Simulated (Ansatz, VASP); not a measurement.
## Cu: VASP beside Ansatz

INCAR

```
SYSTEM = Cu
PREC     = Accurate       ! precision mode
ENCUT    = 520            ! plane-wave cutoff, eV
EDIFF    = 1E-6           ! SCF threshold, eV
ISMEAR   = 0              ! smearing method
SIGMA    = 0.15           ! smearing width, eV
LREAL    = .False.        ! projectors in reciprocal space
LASPH    = .True.         ! aspherical terms in the spheres
NELM     = 80             ! most SCF steps
ALGO     = Fast           ! electronic algorithm
ISIF     = 2              ! what is computed and relaxed
LWAVE    = .False.        ! write WAVECAR
LCHARG   = .False.        ! write CHGCAR
GGA      = PS             ! functional
NBANDS   = 18             ! bands
```

Contents of KPOINTS:

```
Automatic mesh
0
Gamma
  20 20 18
  0 0 0
```

POSCAR

```
Cu
1.0
    1.1478865243     -3.5239251767      0.0000000000
    1.1478865243      3.5239251767      0.0000000000
    0.0000000000      0.0000000000      2.4675572805
Cu
2
Direct
    0.1338543804      0.8661456196      0.2500000000
    0.8661456196      0.1338543804      0.7500000000
```

Input for Ansatz:

```yaml
crystal:
  lattice:
    - [1.1478865243, -3.5239251767, 0.0]
    - [1.1478865243, 3.5239251767, 0.0]
    - [0.0, 0.0, 2.4675572805]
  atoms:
    - { symbol: Cu, position: [0.1338543804, 0.8661456196, 0.25] }
    - { symbol: Cu, position: [0.8661456196, 0.1338543804, 0.75] }
basis:
  ecutwfc: 520.0
kpoints:
  mp_grid: { grid: [20, 20, 18] }
hamiltonian:
  xc: pbesol
  pseudopotentials: { kind: paw, azcp: { folder: soft_1 } }
scf:
  occupations: { method: gaussian, width: 0.15 }
output:
  forces: true
  stress: true
  eigenvalues: true
  write_density: true
  write_potential: true
  elf: true
  volumetric_format: npy
```

Change from the starting cell: normal strain along x -0.0550, normal strain along y -0.1100.

Alike in both runs: task single point; functional PBEsol; k mesh 20 × 20 × 18; occupations gaussian, width 0.15 eV; no spin polarisation.

```csv
,VASP,Ansatz
version,VASP 6.6.1,Ansatz 0.2.0
potentials or method,"VASP PAW PBE potentials, release 64 (Cu), cutoff 520 eV","scalar-relativistic, plane waves, PAW"
valence electrons in the cell,22,38
```

```csv
,VASP,Ansatz,Ansatz less VASP
gap on the k mesh at the Fermi level (eV),none,none,-
pressure (GPa),43.7,42.5,-1.20
"traceless stress, the component that is largest in VASP (GPa)",11.22,11.26,+0.034
rms of the force components (eV/Å),0.021,0.014,-0.0068
```

VASP's potentials were made for PBE, not for PBEsol, and Ansatz warns of the same on its side. Atom by atom the forces differ by 0.007 eV/Å (rms over components). A gap of «none» marks a metal or a gap that the smearing closes. Both programs put the cell under a high pressure, so it lies far from rest at this level. VASP's potentials hold 22 valence electrons a cell and Ansatz's 38, so a difference there can come from the potentials and not from the codes.
